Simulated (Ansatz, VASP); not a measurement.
## Two plane-wave programs on TiO2

INCAR

```
PREC = Accurate ; ENCUT = 520
EDIFF = 1E-6 ; ISMEAR = 0
SIGMA = 0.05 ; LREAL = F
LASPH = T ; NELM = 100
ALGO = Normal ; ISIF = 2
LWAVE = F ; LCHARG = F
GGA = PE ; NBANDS = 33
```

The input KPOINTS:

```
regular mesh
0
Gamma
  6 6 10
```

POSCAR

```
TiO2
1.0
    4.5658550395      0.0000000000      0.0000000000
    0.0000000000      4.5658550395      0.0000000000
    0.0000000000      0.0000000000      2.9143671652
Ti O
2 4
Direct
    0.0000000000      0.0000000000      0.0000000000
    0.5000000000      0.5000000000      0.5000000000
    0.3050970583      0.3050970583      0.0000000000
    0.1949029417      0.8050970583      0.5000000000
    0.6949029417      0.6949029417      0.0000000000
    0.8050970583      0.1949029417      0.5000000000
```

Input for Ansatz:

```yaml
crystal:
  lattice:
    - [4.5658550395, 0.0, 0.0]
    - [0.0, 4.5658550395, 0.0]
    - [0.0, 0.0, 2.9143671652]
  atoms:
    - { symbol: Ti, position: [0.0, 0.0, 0.0] }
    - { symbol: Ti, position: [0.5, 0.5, 0.5] }
    - { symbol: O, position: [0.3050970583, 0.3050970583, 0.0] }
    - { symbol: O, position: [0.1949029417, 0.8050970583, 0.5] }
    - { symbol: O, position: [0.6949029417, 0.6949029417, 0.0] }
    - { symbol: O, position: [0.8050970583, 0.1949029417, 0.5] }
basis:
  ecutwfc: 520.0
kpoints:
  mp_grid: { grid: [6, 6, 10] }
hamiltonian:
  xc: pbe
  pseudopotentials: { kind: paw, azcp: { folder: soft_1 } }
scf:
  occupations: { method: gaussian, width: 0.05 }
output:
  forces: true
  stress: true
  eigenvalues: true
```

Change from the starting cell: mode 1 frozen in at +0.000 Å, equal normal strain along x, y and z -0.0167.

Alike in both runs: task single point; functional PBE; k mesh 6 × 6 × 10; occupations gaussian, width 0.05 eV; no spin polarisation.

|  | VASP | Ansatz |
| --- | --- | --- |
| version | VASP 6.6.1 | Ansatz 0.2.0 |
| potentials or method | VASP PAW PBE potentials, release 64 (Ti_sv, O), cutoff 520 eV | scalar-relativistic, plane waves, PAW |
| valence electrons in the cell | 48 | 48 |

|  | VASP | Ansatz | Ansatz less VASP |
| --- | --- | --- | --- |
| gap on the k mesh at the Fermi level (eV) | 1.96 | 1.99 | +0.032 |
| least direct gap on the mesh (eV) | 1.96 | 1.99 | +0.032 |
| pressure (GPa) | 13.5 | 12.8 | -0.68 |
| traceless stress, the component that is largest in VASP (GPa) | 2.63 | 2.38 | -0.250 |
| rms of the force components (eV/Å) | 0.144 | 0.130 | -0.0140 |

Atom by atom the forces differ by 0.014 eV/Å (rms over components). With one functional, cell and mesh, what is left measures potentials, basis and numerics.
